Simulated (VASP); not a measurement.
# MgTe (P6_3mc) in VASP: single point with HSE06

Aim: the single point of MgTe with HSE06.

Program: VASP 6.6.1. These are calculated values, not measurements. Logs are shortened: lines on timing, memory, paths and dates and some standing lists are left out, and cuts for length are marked.

**1. The cell of the first run**

Symmetry: P6_3mc, No. 186, hexagonal system. The conventional cell has a = 4.395 Å, b = 4.395 Å, c = 7.157 Å, α = 90.00°, β = 90.00°, γ = 120.00°. Mg (site symmetry 3m) has 4 Te at 2.69 Å within 3.5 Å. Te (site symmetry 3m) has 4 Mg at 2.69 Å within 3.5 Å.

**2. Single point, HSE06 (strain -4.0%)**

Input file POSCAR:

```
MgTe
1.0
    4.3945302241      0.0000000000      0.0000000000
   -2.1972651121      3.8057748118      0.0000000000
    0.0000000000      0.0000000000      7.1568856730
Mg Te
2 2
Direct
    0.3333333333      0.6666666667     -0.0006080525
    0.6666666667      0.3333333333      0.4993919475
    0.3333333333      0.6666666667      0.3756080525
    0.6666666667      0.3333333333      0.8756080525
```

Input file INCAR.step1:

```
PREC = Accurate
ENCUT = 520
EDIFF = 1E-5
ISMEAR = 0
SIGMA = 0.01
LREAL = F
LASPH = T
NELM = 120
ALGO = Normal
ISIF = 2
LWAVE = T
LCHARG = F
NBANDS = 16
GGA = PE
GGA_COMPAT = F
```

Input file INCAR.step2:

```
PREC = Accurate
ENCUT = 520
EDIFF = 1E-6
ISMEAR = 0
SIGMA = 0.01
LREAL = F
LASPH = T
NELM = 120
ALGO = Normal
ISIF = 2
LWAVE = F
LCHARG = F
GGA = PE
LHFCALC = T
HFSCREEN = 0.2079
PRECFOCK = Normal
NBANDS = 16
ISTART = 1
GGA_COMPAT = F
```

Input file KPOINTS:

```
regular mesh
0
Gamma
  6 6 2
```

Potentials or basis: VASP PAW PBE potentials, release 64 (Mg, Te).

The run is started by

```bash
$ cat potpaw_PBE.64/Mg/POTCAR potpaw_PBE.64/Te/POTCAR > POTCAR
$ cp INCAR.step1 INCAR
$ mpirun -np 1 vasp_std > vasp.out
$ cp INCAR.step2 INCAR
$ mpirun -np 1 vasp_std > vasp.out
```

OUTCAR:

```text
PREC = Accurate
   ENCUT = 520
   EDIFF = 1E-6
   ISMEAR = 0
   LREAL = F
   LASPH = T
   NELM = 120
   ISIF = 2
   GGA = PE
   LHFCALC = T
   HFSCREEN = 0.2079
   PRECFOCK = Normal
   ISTART = 1

 ion  position               nearest neighbor table
   1  0.333  0.667  0.999-   4 2.69   4 2.69   4 2.69   3 2.69
   2  0.667  0.333  0.499-   3 2.69   3 2.69   3 2.69   4 2.69
   3  0.333  0.667  0.376-   2 2.69   2 2.69   2 2.69   1 2.69
   4  0.667  0.333  0.876-   1 2.69   1 2.69   1 2.69   2 2.69

  LATTYP: Found a hexagonal cell.
 ALAT       =     4.3945302241
 C/A-ratio  =     1.6285894756

  Lattice vectors:

 A1 = (   4.3945302241,   0.0000000000,   0.0000000000)
 A2 = (  -2.1972651121,   3.8057748118,   0.0000000000)
 A3 = (   0.0000000000,   0.0000000000,   7.1568856730)

Analysis of symmetry for initial positions (statically):
=====================================================================
 Subroutine PRICEL returns:
 Original cell was already a primitive cell.

 Routine SETGRP: Setting up the symmetry group for a
 hexagonal supercell.

 Subroutine GETGRP returns: Found 12 space group operations
 (whereof  6 operations were pure point group operations)
 out of a pool of 24 trial point group operations.

The static configuration has the point symmetry C_3v.
 The point group associated with its full space group is C_6v.

Analysis of symmetry for dynamics (positions and initial velocities):
=====================================================================
 Subroutine PRICEL returns:
 Original cell was already a primitive cell.

 Routine SETGRP: Setting up the symmetry group for a
 hexagonal supercell.

 Subroutine GETGRP returns: Found 12 space group operations
 (whereof  6 operations were pure point group operations)
 out of a pool of 24 trial point group operations.

The dynamic configuration has the point symmetry C_3v.
 The point group associated with its full space group is C_6v.

 Subroutine INISYM returns: Found 12 space group operations
 (whereof  6 operations are pure point group operations),
 and found     1 'primitive' translations

[... 93 lines left out ...]
   ISIF   =      2    stress and relaxation
   ISYM   =      3    0-nonsym 1-usesym 2-fastsym
   POTIM  = 0.5000    time-step for ionic-motion
   TEBEG  =    0.0;   TEEND  =   0.0 temperature during run
   PSTRESS=    0.0 pullay stress
   NELECT =      16.0000    total number of electrons
   NUPDOWN=      -1.0000    fix difference up-down
   EMIN   =  10.00;   EMAX   =-10.00  energy-range for DOS
   EFERMI =   0.00;   METHOD = LEGACY
   ISMEAR =     0;   SIGMA  =   0.01  broadening in eV -4-tet -1-fermi 0-gaus
   EFERMI_NEDOS =   21; number of points for ismear=-14 and -15
   IALGO  =     38    algorithm
   IMIX   =      1    mixing-type and parameters
     AMIX     =   0.40;   BMIX     =  1.00
     AMIX_MAG =   1.60;   BMIX_MAG =  1.00
  volume/ion in A,a.u.               =      29.92       201.94
  Fermi-wavevector in a.u.,A,eV,Ry     =   0.837057  1.581808  9.533115  0.700664
  Thomas-Fermi vector in A             =   1.950884
   LORBIT       =      0    0 simple, 1 ext, 2 COOP (PROOUT), +10 PAW based schemes
   GGA     = PE    functional components
   LHFCALC =     T    Hartree Fock is set to
   PRECFOCK=normal    Normal, Fast or Accurate (Low or Medium for compatibility)
   ENCUT4O =  -1.0   cutoff for four orbital integrals eV
   NKREDX  =     1    reduce k-point grid by
   NKREDY  =     1    reduce k-point grid by
   NKREDZ  =     1    reduce k-point grid by
   AEXX    =    0.2500 exact exchange contribution
   HFSCREEN=    0.2079 screening length (either q_TF or 0.3 A-1)
   HFSCREENC=   0.2079 screening length for correlation (either q_TF or 0.3 A-1)
   ENCUTFOCK=  -1.0 apply spherical cutoff to Coloumb kernel
   IVDW    =     0    specifies the selected vdW correction
   LEPSILON=     F    determine dielectric tensor
   LRPA    =     F    only Hartree local field effects (RPA)
 non-spin polarized calculation
 Gauss-broadening in eV      SIGMA  =   0.01
  energy-cutoff  :      520.00
  volume of cell :      119.70
 maximum number of plane-waves:      3248
 NGX is ok and might be reduce to    36
  NGX = 28; NGY = 28; NGZ = 40

 number of electron      15.9999999 magnetization

 Free energy of the ion-electron system (eV)
  ---------------------------------------------------
  ext. energy  EPLUGINS =         0.00000000
  ---------------------------------------------------
  free energy    TOTEN  =       -14.89139777 eV

  energy without entropy =      -14.89139777  energy(sigma->0) =      -14.89139777

 E-fermi :   2.3596     XC(G=0):  -6.9560

 val. band max:        2.2524174886   @ k =   0.0000   0.0000   0.0000
 cond. band min:       6.0661566030   @ k =   0.0000   0.0000   0.0000
 fundamental gap:      3.8137391144
 Fermi energy:         2.3596022242

 k-point     1 :       0.0000    0.0000    0.0000
  band No.  band energies     occupation
      1      -9.3892      2.00000
      2      -8.5006      2.00000
      3      -1.7924      2.00000
      4       1.6377      2.00000
      5       1.6377      2.00000
      6       2.2513      2.00000
[... 243 lines left out ...]
      3      -1.3555      2.00000
      4      -1.3555      2.00000
      5      -0.2263      2.00000
      6      -0.2263      2.00000
[... 8 lines left out ...]
     15      10.7493      0.00000
     16      10.7493      0.00000

------------------------ aborting loop because EDIFF is reached ----------------------------------------

  FORCE on cell =-STRESS in cart. coord.  units (eV):
  Direction    XX          YY          ZZ          XY          YZ          ZX
  --------------------------------------------------------------------------------------
  -------------------------------------------------------------------------------------
  Total        4.1371262      4.1371262      4.1088376     -0.0000000      0.0000000     -0.0000000
  in kB       55.3770384     55.3770384     54.9983845     -0.0000000      0.0000000     -0.0000000
  external PRESSURE =      55.2508205 kB  Pullay stress =       0.0000000 kB

 VOLUME and BASIS-vectors are now :
 -----------------------------------------------------------------------------
  energy-cutoff  :      520.00
  volume of cell :      119.70
      direct lattice vectors                 reciprocal lattice vectors
     4.394530224  0.000000000  0.000000000     0.227555609  0.131379292  0.000000000
    -2.197265112  3.805774812  0.000000000     0.000000000  0.262758584  0.000000000
     0.000000000  0.000000000  7.156885673     0.000000000  0.000000000  0.139725580

 POSITION                                       TOTAL-FORCE (eV/Angst)
 -----------------------------------------------------------------------------------
     -0.00000      2.53718      7.15253        -0.000000      0.000000     -0.002098
      2.19727      1.26859      3.57409        -0.000000     -0.000000     -0.002098
     -0.00000      2.53718      2.68818        -0.000000      0.000000      0.002098
      2.19727      1.26859      6.26663         0.000000     -0.000000      0.002098
 -----------------------------------------------------------------------------------
    total drift:                               -0.000000     -0.000000      0.000811

  FREE ENERGIE OF THE ION-ELECTRON SYSTEM (eV)
  ---------------------------------------------------
  free  energy   TOTEN  =       -14.8913977707 eV

  energy  without entropy=      -14.8913977707  energy(sigma->0) =      -14.89139777
```

Wall time 48 min (1 thread of Oxide Virtual Turin-like, shared host); peak memory 0.34 GiB.

What came out:

| Item | Value |
| --- | --- |
| Free energy | -14.8914 eV |
| Pressure | 5.5 GPa |
| Band gap on the k mesh | 3.81 eV |

Forces in eV/Å, atoms in the order of the input:
```
Mg   0.000  0.000 -0.002
Mg   0.000  0.000 -0.002
Te   0.000  0.000  0.002
Te   0.000  0.000  0.002
```

Caveat: the k points lie up to 0.44 Å⁻¹ apart; the cell differs from its parent crystal (strain -4.0%); the structure was generated, so it needn't be the stable form of MgTe; the PAW data sets were made with another functional, which shifts forces and pressure a little; spin-orbit coupling is left out, which moves the levels of the heavy elements.
